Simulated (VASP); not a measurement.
# Ir in VASP: single point with PBE+D3(BJ)

Aim: the single point of Ir with PBE+D3(BJ).

All numbers are computed with VASP 6.6.1; they aren't measurements. Logs are shortened: lines on timing, memory, paths and dates and some standing lists are left out, and cuts for length are marked.

## (1) The cell of the first run

The cell holds a slab with vacuum, 13 atoms: a = 5.431 Å, b = 5.431 Å, c = 16.434 Å, α = 90.00°, β = 90.00°, γ = 60.00°.

## (2) Single point, PBE+D3(BJ)

INCAR

```
SYSTEM = Ir
  ALGO = Normal
  EDIFF = 1E-6
  ENCUT = 520
  GGA = PE
  ISIF = 2
  ISMEAR = 0
  IVDW = 12
  LASPH = .TRUE.
  LCHARG = .FALSE.
  LREAL = .FALSE.
  LWAVE = .FALSE.
  NBANDS = 70
  NELM = 100
  PREC = Accurate
  SIGMA = 0.05
```

KPOINTS

```
k-points
0
G
  4 4 1
  0 0 0
```

POSCAR

```
Ir
1.0
    5.4305800000      0.0000000000      0.0000000000
    2.7152900000      4.7030200000      0.0000000000
    0.0000000000      0.0000000000     16.4340500000
Ir
13
Direct
    0.1666666312      0.1666667375      0.0608492733
    0.6666666312      0.1666667375      0.0608492733
    0.1666666312      0.6666667375      0.0608492733
    0.6666666312      0.6666667375      0.0608492733
   -0.1669798901      0.3339192689      0.1948088268
    0.3334633458      0.3330821472      0.1904954652
   -0.1666484591      0.8335856535      0.1947473690
    0.3329282499      0.8336164847      0.1947364162
   -0.0002131877      0.0003648719      0.3259512415
    0.5026564359     -0.0054112039      0.3270365491
   -0.0069404527      0.5038050019      0.3272036412
    0.5030684729      0.5037850147      0.3271937836
    1.3325836924      0.3347040838      0.4437118057
```

Potentials or basis: VASP PAW PBE potentials, release 64 (Ir).

Launch:

```
$ cat potpaw_PBE.64/Ir/POTCAR > POTCAR
$ mpirun -np 1 vasp_std > vasp.out
```

OUTCAR:

```text
SYSTEM = Ir
   EDIFF = 1E-6
   ENCUT = 520
   GGA = PE
   ISIF = 2
   ISMEAR = 0
   IVDW = 12
   LASPH = .TRUE.
   LREAL = .FALSE.
   NELM = 100
   PREC = Accurate
 IVDW          = 12

 ion  position               nearest neighbor table
   1  0.167  0.167  0.061-   6 2.64   8 2.70   5 2.70   3 2.72   3 2.72   4 2.72   4 2.72   2 2.72
                             2 2.72
   2  0.667  0.167  0.061-   6 2.64   7 2.70   5 2.70   4 2.72   3 2.72   4 2.72   3 2.72   1 2.72
                             1 2.72
   3  0.167  0.667  0.061-   6 2.65   8 2.70   7 2.70   1 2.72   1 2.72   2 2.72   2 2.72   4 2.72
                             4 2.72
   4  0.667  0.667  0.061-   5 2.70   7 2.70   8 2.70   2 2.72   1 2.72   2 2.72   1 2.72   3 2.72
                             3 2.72
   5  0.833  0.334  0.195-   9 2.67  12 2.67  11 2.67   4 2.70   2 2.70   1 2.70   7 2.71   8 2.71
                             8 2.72   6 2.72   7 2.72   6 2.72
   6  0.333  0.333  0.190-   2 2.64   1 2.64   3 2.65   7 2.71   8 2.71   5 2.72   5 2.72   8 2.72
                             7 2.72  10 2.75  12 2.76  11 2.76
   7  0.833  0.834  0.195-   9 2.67  11 2.67  10 2.67   2 2.70   3 2.70   4 2.70   8 2.71   5 2.71
                             6 2.71   5 2.72   8 2.72   6 2.72
   8  0.333  0.834  0.195-   9 2.67  12 2.67  10 2.67   1 2.70   3 2.70   4 2.70   7 2.71   5 2.71
                             6 2.71   5 2.72   7 2.72   6 2.72
   9  1.000  0.000  0.326-   8 2.67   7 2.67   5 2.67  11 2.72  12 2.72  10 2.72  10 2.72  12 2.72
                            11 2.72
  10  0.503  0.995  0.327-  13 2.50  11 2.66  12 2.66   7 2.67   8 2.67   9 2.72   9 2.72   6 2.75
                            12 2.77  11 2.77
  11  0.993  0.504  0.327-  13 2.49  12 2.66  10 2.66   5 2.67   7 2.67   9 2.72   9 2.72   6 2.76
                            10 2.77  12 2.77
  12  0.503  0.504  0.327-  13 2.49  11 2.66  10 2.66   5 2.67   8 2.67   9 2.72   9 2.72   6 2.76
                            10 2.77  11 2.77
  13  0.333  0.335  0.444-  11 2.49  12 2.49  10 2.50

  LATTYP: Found a hexagonal cell.
 ALAT       =     5.4305797945
 C/A-ratio  =     3.0262054185

  Lattice vectors:

 A1 = (  -2.7152900000,  -4.7030200000,   0.0000000000)
 A2 = (   5.4305800000,   0.0000000000,   0.0000000000)
 A3 = (   0.0000000000,   0.0000000000,  16.4340500000)

Analysis of symmetry for initial positions (statically):
=====================================================================
 Subroutine PRICEL returns:
 Original cell was already a primitive cell.

 Routine SETGRP: Setting up the symmetry group for a
 hexagonal supercell.

 Subroutine GETGRP returns: Found  1 space group operations
 (whereof  1 operations were pure point group operations)
 out of a pool of 24 trial point group operations.

The static configuration has the point symmetry C_1 .

Analysis of symmetry for dynamics (positions and initial velocities):
=====================================================================
 Subroutine PRICEL returns:
 Original cell was already a primitive cell.

 Routine SETGRP: Setting up the symmetry group for a
 hexagonal supercell.

 Subroutine GETGRP returns: Found  1 space group operations
 (whereof  1 operations were pure point group operations)
 out of a pool of 24 trial point group operations.

The dynamic configuration has the point symmetry C_1 .

 Subroutine INISYM returns: Found  1 space group operations
 (whereof  1 operations are pure point group operations),
 and found     1 'primitive' translations

----------------------------------------------------------------------------------------

                                     Primitive cell

  volume of cell :     419.7277

  direct lattice vectors                    reciprocal lattice vectors
     5.430580000  0.000000000  0.000000000     0.184142394 -0.106314666  0.000000000
     2.715290000  4.703020000  0.000000000     0.000000000  0.212629332  0.000000000
     0.000000000  0.000000000 16.434050000     0.000000000  0.000000000  0.060849273

  length of vectors
     5.430580000  5.430579795 16.434050000     0.212629324  0.212629332  0.060849273

  position of ions in fractional coordinates (direct lattice)
     0.166666631  0.166666738  0.060849273
     0.666666631  0.166666738  0.060849273
     0.166666631  0.666666738  0.060849273
     0.666666631  0.666666738  0.060849273
     0.833020110  0.333919269  0.194808827
     0.333463346  0.333082147  0.190495465
     0.833351541  0.833585654  0.194747369
     0.332928250  0.833616485  0.194736416
     0.999786812  0.000364872  0.325951242
     0.502656436  0.994588796  0.327036549
     0.993059547  0.503805002  0.327203641
     0.503068473  0.503785015  0.327193784
     0.332583692  0.334704084  0.443711806

  ion indices of the primitive-cell ions
   primitive index   ion index
                 1           1
                 2           2
                 3           3
                 4           4
                 5           5
                 6           6
                 7           7
                 8           8
                 9           9
                10          10
                11          11
                12          12
                13          13

----------------------------------------------------------------------------------------

 KPOINTS: k-points

Automatic generation of k-mesh.
 Grid dimensions read from file:
 generate k-points for:    4    4    1

 Generating k-lattice:

  Cartesian coordinates                     Fractional coordinates (reciprocal lattice)
     0.046035598 -0.026578666  0.000000000     0.250000000  0.000000000  0.000000000
     0.000000000  0.053157333  0.000000000     0.000000000  0.250000000  0.000000000
     0.000000000  0.000000000  0.060849273     0.000000000  0.000000000  1.000000000

  Length of vectors
     0.053157331  0.053157333  0.060849273

  Shift w.r.t. Gamma in fractional coordinates (k-lattice)
     0.000000000  0.000000000  0.000000000

 Subroutine IBZKPT returns following result:
 ===========================================

 Found     10 irreducible k-points:

 Following reciprocal coordinates:
            Coordinates               Weight
  0.000000  0.000000  0.000000      1.000000
  0.250000  0.000000  0.000000      2.000000
  0.250000  0.250000  0.000000      2.000000
  0.000000  0.250000  0.000000      2.000000
  0.500000  0.000000  0.000000      1.000000
  0.500000  0.500000  0.000000      1.000000
  0.000000  0.500000  0.000000      1.000000
  0.500000  0.250000  0.000000      2.000000
  0.250000  0.500000  0.000000      2.000000
 -0.250000  0.250000  0.000000      2.000000
   k-points           NKPTS =     10   k-points in BZ     NKDIM =     10   number of bands    NBANDS=     70
   number of dos      NEDOS =    301   number of ions     NIONS =     13
   total plane-waves  NPLWV = 201600
   dimension x,y,z NGX =    40 NGY =   40 NGZ =  126
   dimension x,y,z NGXF=    80 NGYF=   80 NGZF=  252
   ions per type =              13
   NGX,Y,Z   is equivalent  to a cutoff of  12.25, 12.25, 12.75 a.u.
   NGXF,Y,Z  is equivalent  to a cutoff of  24.49, 24.49, 25.49 a.u.
 SYSTEM =  Ir
   PREC   = accura    normal or accurate (medium, high low for compatibility)
   ISTART =      0    job   : 0-new  1-cont  2-samecut
   ICHARG =      2    charge: 1-file 2-atom 10-const
   ISPIN  =      1    spin polarized calculation?
   LNONCOLLINEAR =      F non collinear calculations
   LSORBIT =      F    spin-orbit coupling
   LASPH  =      T    aspherical Exc in radial PAW
   ENCUT  =  520.0 eV  38.22 Ry    6.18 a.u.  10.10 10.10 30.56*2*pi/ulx,y,z
   NELM   =    100;   NELMIN=  2; NELMDL= -5     # of ELM steps
   EDIFF  = 0.1E-05   stopping-criterion for ELM
   LREAL  =      F    real-space projection
   EDIFFG = 0.1E-04   stopping-criterion for IOM
   NSW    =      0    number of steps for IOM
   IBRION =     -1    ionic relax: 0-MD 1-quasi-New 2-CG
   NFREE  =      0    steps in history (QN), initial steepest desc. (CG)
   ISIF   =      2    stress and relaxation
   ISYM   =      2    0-nonsym 1-usesym 2-fastsym
   POTIM  = 0.5000    time-step for ionic-motion
   TEBEG  =    0.0;   TEEND  =   0.0 temperature during run
   PSTRESS=    0.0 pullay stress
   NELECT =     117.0000    total number of electrons
   NUPDOWN=      -1.0000    fix difference up-down
   EMIN   =  10.00;   EMAX   =-10.00  energy-range for DOS
   EFERMI =   0.00;   METHOD = LEGACY
   ISMEAR =     0;   SIGMA  =   0.05  broadening in eV -4-tet -1-fermi 0-gaus
   EFERMI_NEDOS =   21; number of points for ismear=-14 and -15
   IALGO  =     38    algorithm
   IMIX   =      4    mixing-type and parameters
     AMIX     =   0.40;   BMIX     =  1.00
     AMIX_MAG =   1.60;   BMIX_MAG =  1.00
  volume/ion in A,a.u.               =      32.29       217.88
  Fermi-wavevector in a.u.,A,eV,Ry     =   1.069418  2.020907 15.560375  1.143655
  Thomas-Fermi vector in A             =   2.205097
   LORBIT       =      0    0 simple, 1 ext, 2 COOP (PROOUT), +10 PAW based schemes
   GGA     = PE    functional components
   LHFCALC =     F    Hartree Fock is set to
   AEXX    =    0.0000 exact exchange contribution
   IVDW    =    12    specifies the selected vdW correction
   LEPSILON=     F    determine dielectric tensor
   LRPA    =     F    only Hartree local field effects (RPA)
 non-spin polarized calculation
 Gauss-broadening in eV      SIGMA  =   0.05
  energy-cutoff  :      520.00
  volume of cell :      419.73
 maximum number of plane-waves:     11316
   NGX = 21   NGY = 21   NGZ = 61

 number of electron     117.0000007 magnetization

 Free energy of the ion-electron system (eV)
  ---------------------------------------------------
  ext. energy  EPLUGINS =         0.00000000
  ---------------------------------------------------
  free energy    TOTEN  =      -105.69459878 eV

  energy without entropy =     -105.67193934  energy(sigma->0) =     -105.68326906

 E-fermi :   1.8183     XC(G=0):  -7.4121

 val. band max:        1.7884632400   @ k =   0.2500   0.0000   0.0000
 cond. band min:       1.8200202495   @ k =   0.2500   0.0000   0.0000
 fundamental gap:      0.0315570095
 Fermi energy:         1.8182792925

 k-point     1 :       0.0000    0.0000    0.0000
  band No.  band energies     occupation
      1      -8.5171      2.00000
      2      -6.7361      2.00000
      3      -6.0669      2.00000
      4      -5.7885      2.00000
      5      -5.7289      2.00000
      6      -5.7282      2.00000
[... 62 lines left out ...]
     69       3.1407      0.00000
     70       3.3580      0.00000

 k-point     2 :       0.2500    0.0000    0.0000
  band No.  band energies     occupation
      1      -7.9336      2.00000
      2      -6.1784      2.00000
      3      -5.7593      2.00000
      4      -5.5087      2.00000
      5      -5.3936      2.00000
      6      -5.2853      2.00000
[... 62 lines left out ...]
     69       2.8351      0.00000
     70       2.9282      0.00000

 k-point     3 :       0.2500    0.2500    0.0000
  band No.  band energies     occupation
      1      -7.9336      2.00000
      2      -6.1784      2.00000
      3      -5.7592      2.00000
      4      -5.5087      2.00000
      5      -5.3937      2.00000
      6      -5.2853      2.00000
[... 500 lines left out ...]
     69       2.6140      0.00000
     70       2.6537      0.00000

 k-point    10 :      -0.2500    0.2500    0.0000
  band No.  band energies     occupation
      1      -6.9147      2.00000
      2      -5.6646      2.00000
      3      -5.5751      2.00000
      4      -5.2799      2.00000
      5      -4.7993      2.00000
      6      -4.7733      2.00000
[... 62 lines left out ...]
     69       2.6138      0.00000
     70       2.6537      0.00000

------------------------ aborting loop because EDIFF is reached ----------------------------------------

 Edisp (eV)   -6.43862

 E8    (eV) :    -3.1206

  FORCE on cell =-STRESS in cart. coord.  units (eV):
  Direction    XX          YY          ZZ          XY          YZ          ZX
  --------------------------------------------------------------------------------------
  -------------------------------------------------------------------------------------
  Total      -8.99603    -8.99315     0.45315     0.00110    -0.06266     0.00517
  in kB     -34.33948   -34.32851     1.72974     0.00418    -0.23918     0.01973
  external pressure =      -22.31 kB  Pullay stress =        0.00 kB

 VOLUME and BASIS-vectors are now :
 -----------------------------------------------------------------------------
  energy-cutoff  :      520.00
  volume of cell :      419.73
      direct lattice vectors                 reciprocal lattice vectors
     5.430580000  0.000000000  0.000000000     0.184142394 -0.106314666  0.000000000
     2.715290000  4.703020000  0.000000000     0.000000000  0.212629332  0.000000000
     0.000000000  0.000000000 16.434050000     0.000000000  0.000000000  0.060849273

 POSITION                                       TOTAL-FORCE (eV/Angst)
 -----------------------------------------------------------------------------------
      1.35764      0.78384      1.00000        -0.009590      0.001293     -0.107992
      4.07293      0.78384      1.00000         0.008815      0.000873     -0.108172
      2.71529      3.13535      1.00000        -0.000877      0.006338     -0.104137
      5.43058      3.13535      1.00000        -0.000298      0.001450      0.162980
      5.43047      1.57043      3.20150         0.000094     -0.028475     -0.016708
      2.71531      1.56649      3.13061        -0.001661      0.025305      0.012145
      6.78901      3.92037      3.20049         0.004755      0.002838     -0.009016
      4.07150      3.92051      3.20031        -0.001057      0.001753     -0.007514
      5.43041      0.00172      5.35670        -0.000544      0.001854      0.067007
      5.43031      4.67757      5.37453         0.000698     -0.013397      0.036994
      6.76087      2.36941      5.37728        -0.002472      0.003611      0.015082
      4.09988      2.36931      5.37712         0.001567      0.003920      0.016525
      2.71494      1.57412      7.29198         0.000570     -0.007364      0.042805
 -----------------------------------------------------------------------------------
    total drift:                                0.000004     -0.000061      0.001058

  FREE ENERGIE OF THE ION-ELECTRON SYSTEM (eV)
  ---------------------------------------------------
  free  energy   TOTEN  =      -112.1332187871 eV

  energy  without entropy=     -112.1105593470  energy(sigma->0) =     -112.12188907
```

Run time: 11 min. Hardware: 1 thread of Intel Xeon Platinum 8488C (Sapphire Rapids), shared host; peak memory 0.56 GiB.

Results:

* Free energy: -112.1332 eV
* Largest force: 0.163 eV/Å
* Band gap on the k mesh: zero (an odd number of electrons rules out a gap without spin polarisation)
* Dispersion energy per atom: -0.495 eV

Forces on the atoms (eV/Å):
```
Ir  -0.010  0.001 -0.108
Ir   0.009  0.001 -0.108
Ir  -0.001  0.006 -0.104
Ir   0.000  0.001  0.163
Ir   0.000 -0.028 -0.017
Ir  -0.002  0.025  0.012
Ir   0.005  0.003 -0.009
Ir  -0.001  0.002 -0.008
Ir  -0.001  0.002  0.067
Ir   0.001 -0.013  0.037
Ir  -0.002  0.004  0.015
Ir   0.002  0.004  0.017
Ir   0.001 -0.007  0.043
```

Levels at points of the mesh, in eV from the Fermi level:
| k point | band 56 | band 57 | band 58 | band 59 | band 60 | band 61 | band 62 | band 63 |
| --- | --- | --- | --- | --- | --- | --- | --- | --- |
| (0.00, 0.00, 0.00) | 0.41 | 0.61 | 0.62 | 0.84 | 0.84 | 0.95 | 0.98 | 0.99 |
| (0.50, 0.00, 0.00) | -0.90 | -0.64 | -0.47 | -0.44 | -0.33 | -0.21 | -0.16 | 0.16 |
| (0.50, 0.50, 0.00) | -0.90 | -0.64 | -0.47 | -0.44 | -0.33 | -0.21 | -0.16 | 0.16 |
| (0.00, 0.50, 0.00) | -0.90 | -0.64 | -0.47 | -0.44 | -0.33 | -0.21 | -0.16 | 0.16 |

Caveat: there is no dipole correction, which matters where the two faces differ; spin-orbit coupling is left out, which moves the levels of the heavy elements.

The gap in the log of VASP goes by the Fermi energy; the results here count the filled bands.